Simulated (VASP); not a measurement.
# Y (Fm-3m) in VASP: notebook, part 2 of 2

VASP 6.6.1.

## 3. Single point, BLYP (volume scaled by 0.92)

File INCAR:

```
SYSTEM = Y
AGGAC = 1.0 ; AGGAX = 1.0
ALDAC = 0.0 ; ALDAX = 1.0
ALGO = Normal ; EDIFF = 1E-7
ENCUT = 520 ; GGA = B5
ISIF = 2 ; ISMEAR = -1
LASPH = .TRUE. ; LCHARG = .FALSE.
LREAL = .FALSE. ; LWAVE = .FALSE.
NBANDS = 12 ; NELM = 80
PREC = Accurate ; SIGMA = 0.1
```

File KPOINTS:

```
k-points
0
G
  12 12 12
  0 0 0
```

File POSCAR:

```
Y
1.0
    0.0000000000      2.4876924448      2.4876924448
    2.4876924448      0.0000000000      2.4876924448
    2.4876924448      2.4876924448      0.0000000000
Y
1
Direct
    0.0000000000      0.0000000000      0.0000000000
```

Potentials or basis: VASP PAW PBE potentials, release 64 (Y_sv).

Command:

```console
$ cat potpaw_PBE.64/Y_sv/POTCAR > POTCAR
$ mpirun -np 1 vasp_std > vasp.out
```

OUTCAR:

```text
SYSTEM = Y
   EDIFF = 1E-7
   ENCUT = 520
   GGA = B5
   ISIF = 2
   ISMEAR = -1
   LASPH = .TRUE.
   LREAL = .FALSE.
   NELM = 80
   PREC = Accurate

 ion  position               nearest neighbor table
   1  0.000  0.000  0.000-

  LATTYP: Found a face centered cubic cell.
 ALAT       =     4.9753848896

  Lattice vectors:

 A1 = (   0.0000000000,   2.4876924448,   2.4876924448)
 A2 = (   2.4876924448,   0.0000000000,   2.4876924448)
 A3 = (   2.4876924448,   2.4876924448,   0.0000000000)

Analysis of symmetry for initial positions (statically):
=====================================================================
 Subroutine PRICEL returns:
 Original cell was already a primitive cell.

 Routine SETGRP: Setting up the symmetry group for a
 face centered cubic supercell.

 Subroutine GETGRP returns: Found 48 space group operations
 (whereof 48 operations were pure point group operations)
 out of a pool of 48 trial point group operations.

The static configuration has the point symmetry O_h .

Analysis of symmetry for dynamics (positions and initial velocities):
=====================================================================
 Subroutine PRICEL returns:
 Original cell was already a primitive cell.

 Routine SETGRP: Setting up the symmetry group for a
 face centered cubic supercell.

 Subroutine GETGRP returns: Found 48 space group operations
 (whereof 48 operations were pure point group operations)
 out of a pool of 48 trial point group operations.

The dynamic configuration has the point symmetry O_h .

 Subroutine INISYM returns: Found 48 space group operations
 (whereof 48 operations are pure point group operations),
 and found     1 'primitive' translations

----------------------------------------------------------------------------------------

                                     Primitive cell

  volume of cell :      30.7907

  direct lattice vectors                    reciprocal lattice vectors
     0.000000000  2.487692445  2.487692445    -0.200989476  0.200989476  0.200989476
     2.487692445  0.000000000  2.487692445     0.200989476 -0.200989476  0.200989476
     2.487692445  2.487692445  0.000000000     0.200989476  0.200989476 -0.200989476

  length of vectors
     3.518128394  3.518128394  3.518128394     0.348123984  0.348123984  0.348123984

  position of ions in fractional coordinates (direct lattice)
     0.000000000  0.000000000  0.000000000

  ion indices of the primitive-cell ions
   primitive index   ion index
                 1           1

----------------------------------------------------------------------------------------

 KPOINTS: k-points

Automatic generation of k-mesh.
 Grid dimensions read from file:
 generate k-points for:   12   12   12

 Generating k-lattice:

  Cartesian coordinates                     Fractional coordinates (reciprocal lattice)
    -0.016749123  0.016749123  0.016749123     0.083333333  0.000000000  0.000000000
     0.016749123 -0.016749123  0.016749123     0.000000000  0.083333333  0.000000000
     0.016749123  0.016749123 -0.016749123     0.000000000  0.000000000  0.083333333

  Length of vectors
     0.029010332  0.029010332  0.029010332

  Shift w.r.t. Gamma in fractional coordinates (k-lattice)
     0.000000000  0.000000000  0.000000000

 Subroutine IBZKPT returns following result:
 ===========================================

 Found     72 irreducible k-points:

 Following reciprocal coordinates:
            Coordinates               Weight
  0.000000  0.000000  0.000000      1.000000
  0.083333  0.000000  0.000000      8.000000
  0.166667  0.000000  0.000000      8.000000
  0.250000  0.000000  0.000000      8.000000
  0.333333  0.000000  0.000000      8.000000
  0.416667  0.000000  0.000000      8.000000
[... 16 lines left out ...]
  0.500000  0.166667  0.000000     24.000000
 -0.416667  0.166667  0.000000     24.000000
 [... further k-points ...]
   k-points           NKPTS =     72   k-points in BZ     NKDIM =     72   number of bands    NBANDS=     12
   number of dos      NEDOS =    301   number of ions     NIONS =      1
   total plane-waves  NPLWV =  21952
   dimension x,y,z NGX =    28 NGY =   28 NGZ =   28
   dimension x,y,z NGXF=    56 NGYF=   56 NGZF=   56
   ions per type =               1
   NGX,Y,Z   is equivalent  to a cutoff of  13.23, 13.23, 13.23 a.u.
   NGXF,Y,Z  is equivalent  to a cutoff of  26.46, 26.46, 26.46 a.u.
 SYSTEM =  Y
   PREC   = accura    normal or accurate (medium, high low for compatibility)
   ISTART =      0    job   : 0-new  1-cont  2-samecut
   ICHARG =      2    charge: 1-file 2-atom 10-const
   ISPIN  =      1    spin polarized calculation?
   LNONCOLLINEAR =      F non collinear calculations
   LSORBIT =      F    spin-orbit coupling
   LASPH  =      T    aspherical Exc in radial PAW
   ENCUT  =  520.0 eV  38.22 Ry    6.18 a.u.   6.54  6.54  6.54*2*pi/ulx,y,z
   NELM   =     80;   NELMIN=  2; NELMDL= -5     # of ELM steps
   EDIFF  = 0.1E-06   stopping-criterion for ELM
   LREAL  =      F    real-space projection
   EDIFFG = 0.1E-05   stopping-criterion for IOM
   NSW    =      0    number of steps for IOM
   IBRION =     -1    ionic relax: 0-MD 1-quasi-New 2-CG
   NFREE  =      0    steps in history (QN), initial steepest desc. (CG)
   ISIF   =      2    stress and relaxation
   ISYM   =      2    0-nonsym 1-usesym 2-fastsym
   POTIM  = 0.5000    time-step for ionic-motion
   TEBEG  =    0.0;   TEEND  =   0.0 temperature during run
   PSTRESS=    0.0 pullay stress
   NELECT =      11.0000    total number of electrons
   NUPDOWN=      -1.0000    fix difference up-down
   EMIN   =  10.00;   EMAX   =-10.00  energy-range for DOS
   EFERMI =   0.00;   METHOD = LEGACY
   ISMEAR =    -1;   SIGMA  =   0.10  broadening in eV -4-tet -1-fermi 0-gaus
   EFERMI_NEDOS =   21; number of points for ismear=-14 and -15
   IALGO  =     38    algorithm
   IMIX   =      4    mixing-type and parameters
     AMIX     =   0.40;   BMIX     =  1.00
     AMIX_MAG =   1.60;   BMIX_MAG =  1.00
  volume/ion in A,a.u.               =      30.79       207.79
  Fermi-wavevector in a.u.,A,eV,Ry     =   1.161624  2.195152 18.359309  1.349371
  Thomas-Fermi vector in A             =   2.298194
   LORBIT       =      0    0 simple, 1 ext, 2 COOP (PROOUT), +10 PAW based schemes
   GGA     = B5    functional components
   LHFCALC =     F    Hartree Fock is set to
   AEXX    =    0.0000 exact exchange contribution
   IVDW    =     0    specifies the selected vdW correction
   LEPSILON=     F    determine dielectric tensor
   LRPA    =     F    only Hartree local field effects (RPA)
 non-spin polarized calculation
  energy-cutoff  :      520.00
  volume of cell :       30.79
 maximum number of plane-waves:       869
 NGX is ok and might be reduce to    28
   NGX = 13   NGY = 13   NGZ = 13

 number of electron      10.9999999 magnetization

 Free energy of the ion-electron system (eV)
  ---------------------------------------------------
  ext. energy  EPLUGINS =         0.00000000
  ---------------------------------------------------
  free energy    TOTEN  =        -5.43256673 eV

  energy without entropy =       -5.38306879  energy(sigma->0) =       -5.40781776

 E-fermi :   3.8654     XC(G=0):  -9.1510

 val. band max:        3.8618329539   @ k =  -0.3333   0.2500   0.0000
 cond. band min:       3.9266990286   @ k =   0.2500   0.2500   0.0000
 fundamental gap:      0.0648660746
 Fermi energy:         3.8654344089

 k-point     1 :       0.0000    0.0000    0.0000
  band No.  band energies     occupation
      1     -38.6827      2.00000
      2     -18.4209      2.00000
      3     -18.4209      2.00000
      4     -18.4209      2.00000
      5      -0.8573      2.00000
      6       5.6030      0.00000
      7       5.6030      0.00000
      8       5.6030      0.00000
      9       7.6937      0.00000
     10       7.6937      0.00000
     11      13.0681      0.00000
     12      16.5424      0.00000

 k-point     2 :       0.0833    0.0000    0.0000
  band No.  band energies     occupation
      1     -38.6772      2.00000
      2     -18.4691      2.00000
      3     -18.4269      2.00000
      4     -18.4269      2.00000
      5      -0.6733      2.00000
      6       5.4083      0.00000
      7       5.6879      0.00000
      8       5.6879      0.00000
      9       7.6015      0.00000
     10       7.6015      0.00000
     11      13.4800      0.00000
     12      15.7600      0.00000
[... 316 lines left out ...]
 k-point    24 :      -0.4167    0.1667    0.0000
  band No.  band energies     occupation
      1     -38.5907      2.00000
      2     -19.0362      2.00000
      3     -18.6343      2.00000
      4     -18.5340      2.00000
      5       2.4475      2.00000
      6       4.1062      0.16520
      7       4.9840      0.00003
      8       5.9711      0.00000
      9       8.8131      0.00000
     10       9.9280      0.00000
     11      11.6679      0.00000
     12      14.4144      0.00000

 [... further k-points ...]
[... 5 lines left out ...]
  --------------------------------------------------------------------------------------
  -------------------------------------------------------------------------------------
  Total        0.6732976      0.6732976      0.6732976      0.0000000      0.0000000     -0.0000000
  in kB       35.0346368     35.0346368     35.0346368      0.0000000      0.0000000     -0.0000000
  external PRESSURE =      35.0346368 kB  Pullay stress =       0.0000000 kB

 VOLUME and BASIS-vectors are now :
 -----------------------------------------------------------------------------
  energy-cutoff  :      520.00
  volume of cell :       30.79
      direct lattice vectors                 reciprocal lattice vectors
     0.000000000  2.487692445  2.487692445    -0.200989476  0.200989476  0.200989476
     2.487692445  0.000000000  2.487692445     0.200989476 -0.200989476  0.200989476
     2.487692445  2.487692445  0.000000000     0.200989476  0.200989476 -0.200989476

 POSITION                                       TOTAL-FORCE (eV/Angst)
 -----------------------------------------------------------------------------------
      0.00000      0.00000      0.00000         0.000000      0.000000     -0.000000
 -----------------------------------------------------------------------------------
    total drift:                               -0.000000     -0.000000     -0.000000

  FREE ENERGIE OF THE ION-ELECTRON SYSTEM (eV)
  ---------------------------------------------------
  free  energy   TOTEN  =        -5.4325667325 eV

  energy  without entropy=       -5.3830687865  energy(sigma->0) =       -5.40781776
```

stdout:

```text
POSCAR found type information on POSCAR Y
 POSCAR found :  1 types and       1 ions
 scaLAPACK will be used
 -----------------------------------------------------------------------------
|                                                                             |
|                                                                             |
|     You enforced a specific xc type in the INCAR file but a different       |
|     I HOPE YOU KNOW WHAT YOU ARE DOING!                                     |
|                                                                             |
 -----------------------------------------------------------------------------

 LDA part: xc-table for (Slater(with rela. corr.)+VWN5), standard interpolation
 POSCAR, INCAR and KPOINTS ok, starting setup
 FFT: planning ... GRIDC
 FFT: planning ... GRID_SOFT
 FFT: planning ... GRID
 WAVECAR not read
 entering main loop
```

Run time: 19 s. Hardware: 1 thread of Intel Xeon 6975P-C (Granite Rapids), shared host; peak memory 0.19 GiB.

Results:

```yaml
Free_energy: -5.4326 eV
Pressure: 3.5 GPa
```

Levels at points of the mesh, in eV from the Fermi level:
| k point | band 3 | band 4 | band 5 | band 6 | band 7 | band 8 |
| --- | --- | --- | --- | --- | --- | --- |
| (0.00, 0.00, 0.00) | -22.29 | -22.29 | -4.72 | 1.74 | 1.74 | 1.74 |
| (0.50, 0.00, 0.00) | -22.37 | -22.37 | -2.03 | 0.95 | 1.57 | 1.57 |
| (0.50, 0.50, 0.00) | -22.53 | -22.53 | -1.86 | -1.02 | 2.48 | 5.37 |

Caveat: the PAW data sets were made with another functional, which shifts forces and pressure a little.

## 4. Single point, BLYP

File INCAR:

```
PREC     = Accurate       # precision mode
ENCUT    = 520            # plane-wave cutoff, eV
EDIFF    = 1E-7           # SCF threshold, eV
ISMEAR   = -1             # smearing method
SIGMA    = 0.1            # smearing width, eV
LREAL    = F              # projectors in reciprocal space
LASPH    = T              # aspherical terms in the spheres
NELM     = 100            # most SCF steps
ALGO     = Normal         # electronic algorithm
ISIF     = 2              # what is computed and relaxed
LWAVE    = F              # write WAVECAR
LCHARG   = F              # write CHGCAR
GGA      = B5             # functional
ALDAX    = 1.0          
AGGAX    = 1.0          
AGGAC    = 1.0          
ALDAC    = 0.0          
NBANDS   = 12             # bands
```

File KPOINTS:

```
regular mesh
0
Gamma
  12 12 12
```

File POSCAR:

```
Y
1.0
    0.0000000000      2.5578048788      2.5578048788
    2.5578048788      0.0000000000      2.5578048788
    2.5578048788      2.5578048788      0.0000000000
Y
1
Direct
    0.0000000000      0.0000000000      0.0000000000
```

Command:

```console
$ cat potpaw_PBE.64/Y_sv/POTCAR > POTCAR
$ mpirun -np 1 vasp_std > vasp.out
```

It took 20 s on 1 thread of Intel Xeon 6975P-C (Granite Rapids), shared host; peak memory 0.18 GiB.

The run converged. Its results:

| Property | Result |
| --- | --- |
| Free energy | -5.4598 eV |
| Pressure | 0.0 GPa |

Levels at points of the mesh, in eV from the Fermi level:
```
           k point  band 2  band 3  band 4  band 5  band 6  band 7  band 8  band 9
(0.00, 0.00, 0.00)  -22.54  -22.54  -22.54   -4.61    1.64    1.64    1.64    3.53
(0.50, 0.00, 0.00)  -23.06  -22.61  -22.61   -1.94    0.70    1.49    1.49    4.90
(0.50, 0.50, 0.00)  -23.03  -22.73  -22.73   -1.67   -0.88    2.10    4.90    5.28
```

Caveat: the PAW data sets were made with another functional, which shifts forces and pressure a little.

## 5. Overview

```tsv
cell	k mesh	gap on the mesh (eV)	pressure (GPa)
a = 3.617 Å, angles 60.0°, 1 atom	11 × 11 × 11	none	-0.1
a = 3.518 Å, angles 60.0°, 1 atom	12 × 12 × 12	none	3.5
a = 3.617 Å, angles 60.0°, 1 atom	12 × 12 × 12	none	0.0
```

Alike in all rows: task single point; level BLYP; potentials or basis VASP PAW PBE potentials, release 64 (Y_sv); no spin polarisation; cutoff (eV) 520; smearing fermi-dirac 0.1 eV.

Caveats: the PAW data sets were made with another functional, which shifts forces and pressure a little.

Absolute energies hang on the potentials; compare differences alone.
